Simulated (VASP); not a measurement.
A run of VASP 6.6.1 is set up as follows.

POSCAR

```
NaH
1.0
    0.0000000000      2.4161698304      2.4161698304
    2.4161698304      0.0000000000      2.4161698304
    2.4161698304      2.4161698304      0.0000000000
Na H
1 1
Direct
    0.0000000000      0.0000000000      0.0000000000
    0.5000000000      0.5000000000      0.5000000000
```

File INCAR.step1:

```
SYSTEM = NaH
ALGO = Normal
EDIFF = 1E-4
ENCUT = 600
GGA = PE
ISMEAR = -1
LASPH = .TRUE.
LCHARG = .FALSE.
LREAL = .FALSE.
LWAVE = .TRUE.
NELM = 60
PREC = Accurate
SIGMA = 0.02
```

File INCAR.step2:

```
SYSTEM = NaH
ALGO = Normal
EDIFF = 1E-7
EDIFFG = -0.005
ENCUT = 600
IBRION = 2
ISIF = 3
ISMEAR = -1
ISTART = 1
LASPH = .TRUE.
LCHARG = .FALSE.
LMIXTAU = .TRUE.
LREAL = .FALSE.
LWAVE = .FALSE.
METAGGA = R2SCAN
NELM = 60
NSW = 80
PREC = Accurate
SIGMA = 0.02
```

KPOINTS

```
k-points
0
G
  8 8 8
  0 0 0
```

Potentials or basis: VASP PAW PBE potentials, release 64 (Na_pv, H).

Run with:

```bash
$ cat potpaw_PBE.64/Na_pv/POTCAR potpaw_PBE.64/H/POTCAR > POTCAR
$ cp INCAR.step1 INCAR
$ mpirun -np 1 vasp_std > vasp.out
$ cp INCAR.step2 INCAR
$ mpirun -np 1 vasp_std > vasp.out
```

Task: What does it give for the space group after relaxing (to 0.1 Å)?

Result: Fm-3m (No. 225).

Task: Estimate the relaxed cell.

Result: a = 3.376 Å, b = 3.376 Å, c = 3.376 Å, α = 60.00°, β = 60.00°, γ = 60.00°.

Step by step:
```csv
step,energy change (eV),largest force (eV/Å),pressure (GPa),volume (Å³)
1,0.0000,0.0000,-0.70,28.21
2,-0.0011,0.0000,-0.56,27.96
3,-0.0029,0.0000,0.02,27.22
```

Caveat: the PAW data sets were made with another functional, which shifts forces and pressure a little.
